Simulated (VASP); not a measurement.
# Co: single point with PBE

Co:

```
Co
1.0
    -1.81583    1.81583    1.01020
     1.81583   -1.81583    1.01020
     1.81583    1.81583   -1.01020
Co
2
Direct
  0.62500 0.87500 0.75000
  0.37500 0.12500 0.25000
```

```yaml
Program: VASP 6.6.1
Task: single point
Functional: PBE
Potentials_or_basis: VASP PAW PBE potentials, release 64 (Co)
Cutoff: 520 eV
k_mesh: 20 × 20 × 20
Occupations: fermi-dirac, width 0.08 eV
Spin: collinear spin, ferromagnetic start
Starting_moments: "[1.7, 1.7] μB"
```

```yaml
Pressure: 359.5 GPa
Band_gap_on_the_k_mesh: zero (filled and empty bands overlap)
Net_moment: 0.00 μB per cell
```

Stress tensor (GPa, compression positive):
```
355.54   0.00   0.00
  0.00 355.54   0.00
  0.00   0.00 367.32
```

Levels at points of the mesh, in eV from the Fermi level:
Spin up:
```
           k point  band 7  band 8  band 9  band 10  band 11  band 12
(0.00, 0.00, 0.00)   -1.22   -1.15   -1.15     1.27     2.48    10.14
(0.50, 0.00, 0.00)   -1.69   -0.87    0.65     0.68     3.54     9.33
(0.50, 0.50, 0.00)   -1.16   -1.16   -0.03    -0.03     0.64     0.64
(0.50, 0.50, 0.50)   -1.79   -1.79   -0.69    -0.69    -0.67    -0.67
```
Spin down:
```
           k point  band 5  band 6  band 7  band 8  band 9  band 10  band 11  band 12  band 13  band 14
(0.00, 0.00, 0.00)   -5.06   -1.22   -1.22   -1.15   -1.15     1.27     2.48    10.14    10.14    18.54
(0.50, 0.00, 0.00)   -3.28   -2.66   -1.69   -0.87    0.65     0.68     3.54     9.33    12.58    13.64
(0.50, 0.50, 0.00)   -4.16   -4.16   -1.16   -1.16   -0.03    -0.03     0.64     0.64    19.20    19.20
(0.50, 0.50, 0.50)   -1.86   -1.86   -1.79   -1.79   -0.69    -0.69    -0.67    -0.67    10.82    10.82
```

Wall time 3.4 min on 1 thread of Intel(R) Xeon(R) 6975P-C (Granite Rapids) (shared host), peak memory 0.35 GiB.

Caveat: atoms lie so close that the PAW spheres overlap strongly, which falsifies energies and pressures; the cell stands under pressure.
